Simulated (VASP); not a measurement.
# BN: G0W0 quasiparticle levels with PBE

BN:

```
B N
1.0
     2.50021    0.00000    0.00000
    -1.25011    2.16525    0.00000
     0.00000    0.00000    6.50530
B N
2 2
Cartesian
  0.0000 0.0000 3.2526
  0.0000 1.4435 0.0000
  0.0000 0.0000 0.0000
  1.2501 0.7217 3.2526
```

```
Program                         : VASP 6.6.1
Task                            : G0W0 quasiparticle levels
Functional                      : PBE
Potentials or basis             : VASP PAW PBE potentials, release 64 (B_GW, N_GW)
Cutoff                          : 500 eV
k mesh                          : 6 × 6 × 2
Occupations                     : gaussian, width 0.01 eV
Spin                            : no spin polarisation
Dipole correction               : no
GW scheme                       : G0W0
GW iterations                   : 1
Cutoff of the response function : 120
Frequency points                : 48
Empty bands                     : 105
Further INCAR settings          : ALGO = EVGW0; EDIFF = 1e-08; NBANDS = 113
```

```yaml
Quasiparticle_gap: 5.88 eV
Least_direct_quasiparticle_gap: 6.03 eV
Band_gap_of_the_starting_levels_on_the_mesh: 4.36 eV
Least_direct_gap_of_the_starting_levels_on_the_mesh: 4.47 eV
```

Run time: 4.8 min on 1 thread of Intel Xeon 8259CL, on a shared host, peak memory 0.42 GiB.

Caveat: the k points lie up to 0.48 Å⁻¹ apart; bands, screening cutoff and mesh are small and nothing is extrapolated, so the quasiparticle values aren't converged.
